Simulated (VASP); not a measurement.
Here is a VASP 6.6.1 calculation.

The input INCAR:

```
SYSTEM = GaH3
PREC     = Accurate       ! precision mode
ENCUT    = 600            ! plane-wave cutoff, eV
EDIFF    = 1E-6           ! SCF threshold, eV
ISMEAR   = 0              ! smearing method
SIGMA    = 0.1            ! smearing width, eV
LREAL    = .FALSE.        ! projectors in reciprocal space
LASPH    = .TRUE.         ! aspherical terms in the spheres
NELM     = 60             ! most SCF steps
ALGO     = Normal         ! electronic algorithm
ISIF     = 3              ! what is computed and relaxed
LWAVE    = .FALSE.        ! write WAVECAR
LCHARG   = .FALSE.        ! write CHGCAR
GGA      = PE             ! functional
IBRION   = 2              ! ionic algorithm
NSW      = 90             ! ionic steps
EDIFFG   = -0.04          ! ionic threshold
```

The input KPOINTS:

```
regular mesh
0
G
  6 6 6
  0 0 0
```

POSCAR

```
GaH3
1.0
    1.6753324300     -2.8477788700      0.0000000000
    1.6753324300      2.8477788700      0.0000000000
    0.0000000000      0.0000000000      3.7088465600
Ga H
1 3
Direct
    0.0000000000      0.0000000000      0.0000000000
    0.3364012800      0.6635987200      0.0000000000
    0.6635987200      0.3364012800      0.0000000000
    0.5000000000      0.5000000000      0.0000000000
```

Potentials or basis: VASP PAW PBE potentials, release 64 (Ga_d, H).

Command:

```console
$ cat potpaw_PBE.64/Ga_d/POTCAR potpaw_PBE.64/H/POTCAR > POTCAR
$ mpirun -np 1 vasp_std > vasp.out
```

Predict the relaxed cell.

a = 3.778 Å, b = 3.778 Å, c = 2.624 Å, α = 90.00°, β = 90.00°, γ = 100.76°.

Predict the space group after relaxing (to 0.1 Å).

Cmmm (No. 65).

Predict the relaxed volume.

9.20 Å³/atom.

What does it give for the band gap on the k mesh?

Zero (bands 8 and 9 overlap by 1.80 eV).

Forces on the atoms (eV/Å):
```
Ga   0.000  0.000  0.000
H    0.000 -0.007  0.000
H    0.000  0.007  0.000
H    0.000  0.000  0.000
```

Caveat: the k points lie up to 0.40 Å⁻¹ apart in the final cell, too coarse for converged energies and pressures of a metal; a cell axis changed by over 15 % at a fixed basis, so the end point is rough.
